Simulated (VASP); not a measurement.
Here is a VASP 6.6.1 calculation.

File INCAR:

```
PREC = Accurate
ENCUT = 520
EDIFF = 1E-7
ISMEAR = 0
SIGMA = 0.02
LREAL = F
LASPH = T
NELM = 80
ALGO = Normal
ISIF = 2
LWAVE = F
LCHARG = F
GGA = PE
NBANDS = 46
```

KPOINTS

```
Automatic mesh
0
Gamma
  4 3 3
```

The input POSCAR:

```
NaCl
1.0
    5.3897980000     -1.2347490000     -1.2651670000
   -1.1436660000      6.7711200000      0.4805370000
   -1.2113500000      0.4226180000      6.8804070000
Na Cl
5 5
Direct
    0.6959757074      0.3148795728      0.6611524581
    0.2925580111      0.1140500978      0.0597109633
    0.8962081188      0.9159599689      0.4602775505
    0.4970261996      0.7147478938      0.8621124067
    0.1000798430      0.5160808492      0.2627120377
    0.5985075445      0.5149381667      0.2622238336
    0.3956263149      0.9154216542      0.4606386054
    0.7945629974      0.1152236277      0.0605465700
    0.1963916600      0.3151590360      0.6613702828
    0.9965763180      0.7147960904      0.8612967212
```

Potentials or basis: VASP PAW PBE potentials, release 64 (Na_pv, Cl).

Launch:

```bash
$ cat potpaw_PBE.64/Na_pv/POTCAR potpaw_PBE.64/Cl/POTCAR > POTCAR
$ mpirun -np 1 vasp_std > vasp.out
```

(1) Predict the band gap on the k mesh.

(2) What does it give for the pressure?

Answers

(1) 4.93 eV.

(2) -0.1 GPa.
